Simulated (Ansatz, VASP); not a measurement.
**Si4Ru in VASP and in Ansatz**

```
CELL_PARAMETERS angstrom
5.29147 -0.00013 0.00093
-0.00013 5.29211 0.00044
0.00095 0.00044 5.57800
ATOMIC_POSITIONS crystal
Si 0.27399 0.72588 0.25033
Si 0.27402 0.72597 0.74990
Si 0.72601 0.27410 0.25000
Si 0.72599 0.27408 0.75022
Si 0.27405 0.27399 0.24955
Si 0.27399 0.27401 0.74977
Si 0.72590 0.72599 0.25016
Si 0.72595 0.72603 0.75004
Ru 0.00019 0.99958 0.00003
Ru 0.99990 0.00039 0.50000
```

Change from the starting cell: cell x2, atoms moved at random (sigma 0.05 Å) and cell strained at random (1.5 %), then relaxed without symmetry.

Alike in both runs: functional PBE; k mesh 4 × 4 × 4; occupations gaussian, width 0.2 eV; no spin polarisation.

Ansatz relaxed the structure, and its values are those at the end. VASP's run is a single point on that final structure, the one shown.

```csv
,VASP,Ansatz
version,VASP 6.6.1,Ansatz 0.2.0
potentials or method,"VASP PAW PBE potentials, release 64 (Si, Ru_pv), cutoff 520 eV","scalar-relativistic, plane waves, PAW"
valence electrons in the cell,60,64
```

Ansatz gave:

- gap on the k mesh at the Fermi level (eV): none
- pressure (GPa): 0.1
- rms of the force components (eV/Å): 0.008

Task: What did VASP give for the same quantities?

Result: gap on the k mesh at the Fermi level (eV): none; pressure (GPa): 0.0; rms of the force components (eV/Å): 0.005.

A gap of «none» marks a metal or a gap that the smearing closes. With one functional, cell and mesh, what is left measures potentials, basis and numerics. VASP's potentials hold 60 valence electrons a cell and Ansatz's 64, so a difference there can come from the potentials and not from the codes.
